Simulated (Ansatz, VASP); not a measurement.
**One calculation of Sb2Se5, two programs**

```
Sb Se
1.0
    -3.92266    3.92266    3.40989
     3.92266   -3.92266    3.40989
     3.92266    3.92266   -3.40989
Sb Se
2 5
Cartesian
  0.0000 0.0000 1.3768
  0.0000 0.0000 5.4429
  1.9613 1.9613 1.7049
  1.9613 1.9613 -1.7049
  -1.9613 1.9613 1.7049
  1.9613 -1.9613 1.7049
  0.0000 0.0000 3.4099
```

Alike in both runs: task single point; functional PBE; k mesh 4 × 4 × 4; occupations gaussian, width 0.1 eV; no spin polarisation.

```csv
,VASP,Ansatz
version,VASP 6.6.1,Ansatz 0.2.0
potentials or method,"VASP PAW PBE potentials, release 64 (Sb, Se), cutoff 520 eV","scalar-relativistic, plane waves, PAW"
valence electrons in the cell,40,110
```

|  | VASP | Ansatz | Ansatz less VASP |
| --- | --- | --- | --- |
| gap on the k mesh at the Fermi level (eV) | none | none | - |
| pressure (GPa) | 18.0 | 17.6 | -0.46 |
| traceless stress, the component that is largest in VASP (GPa) | 28.91 | 28.19 | -0.722 |
| rms of the force components (eV/Å) | 3.505 | 3.349 | -0.1551 |

Atom by atom the forces differ by 0.155 eV/Å (rms over components). A gap of «none» marks a metal or a gap that the smearing closes. VASP's potentials hold 40 valence electrons a cell and Ansatz's 110, so a difference there can come from the potentials and not from the codes.

Spin-orbit coupling is off throughout.
